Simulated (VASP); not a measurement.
A run of VASP 6.6.1:

The input INCAR:

```
ALGO = Normal ; EDIFF = 1E-6
ENCUT = 520 ; GGA = PE
ISIF = 2 ; ISMEAR = 0
LASPH = True ; LCHARG = False
LREAL = False ; LWAVE = False
NBANDS = 20 ; NELM = 100
PREC = Accurate ; SIGMA = 0.1
```

File KPOINTS:

```
k-points
0
Gamma
  6 6 6
```

The input POSCAR:

```
ZnBH6
1.0
    0.0000000000      3.1354272081      3.1354272081
    3.1354272081      0.0000000000      3.1354272081
    3.1354272081      3.1354272081      0.0000000000
Zn B H
1 1 6
Direct
    0.0000000000      0.0000000000      0.0000000000
    0.5000000000      0.5000000000      0.5000000000
    0.7175666136      0.2824333864      0.2824333864
    0.2824333864      0.7175666136      0.7175666136
    0.2824333864      0.7175666136      0.2824333864
    0.7175666136      0.2824333864      0.7175666136
    0.2824333864      0.2824333864      0.7175666136
    0.7175666136      0.7175666136      0.2824333864
```

Potentials or basis: VASP PAW PBE potentials, release 64 (Zn, B, H).

Command:

```bash
$ cat potpaw_PBE.64/Zn/POTCAR potpaw_PBE.64/B/POTCAR potpaw_PBE.64/H/POTCAR > POTCAR
$ mpirun -np 1 vasp_std > vasp.out
```

Hardware: 1 thread of Intel Xeon 8259CL, on a shared host.

Question: How long does it take, and how much memory?

Answer: It took 42 s on 1 thread of Intel Xeon 8259CL (shared host), peak memory 0.2 GiB. Counts: scf iterations 14, k points 16.
